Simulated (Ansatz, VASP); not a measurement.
## One calculation of MgO, two programs

```
Mg O
1.0
     0.26375    2.24191    2.24191
     2.24191    0.26375    2.24191
     2.24191    2.24191    0.26375
Mg O
1 1
Direct
  0.00000 0.00000 0.00000
  0.50000 0.50000 0.50000
```

Alike in both runs: task single point; functional r2SCAN; k mesh 10 × 10 × 10; occupations gaussian, width 0.05 eV; no spin polarisation.

|  | VASP | Ansatz |
| --- | --- | --- |
| version | VASP 6.6.1 | Ansatz 0.2.0 |
| potentials or method | VASP PAW PBE potentials, release 64 (Mg, O), cutoff 520 eV | scalar-relativistic, plane waves, PAW |
| valence electrons in the cell | 8 | 16 |

|  | VASP | Ansatz | Ansatz less VASP |
| --- | --- | --- | --- |
| gap on the k mesh at the Fermi level (eV) | 4.22 | 4.25 | +0.031 |
| least direct gap on the mesh (eV) | 4.22 | 4.25 | +0.031 |
| pressure (GPa) | -0.3 | 0.8 | +1.11 |
| traceless stress, the component that is largest in VASP (GPa) | -23.94 | -23.77 | +0.167 |

VASP's potentials were made for PBE, not for r2SCAN. VASP's potentials hold 8 valence electrons a cell and Ansatz's 16, so a difference there can come from the potentials and not from the codes.
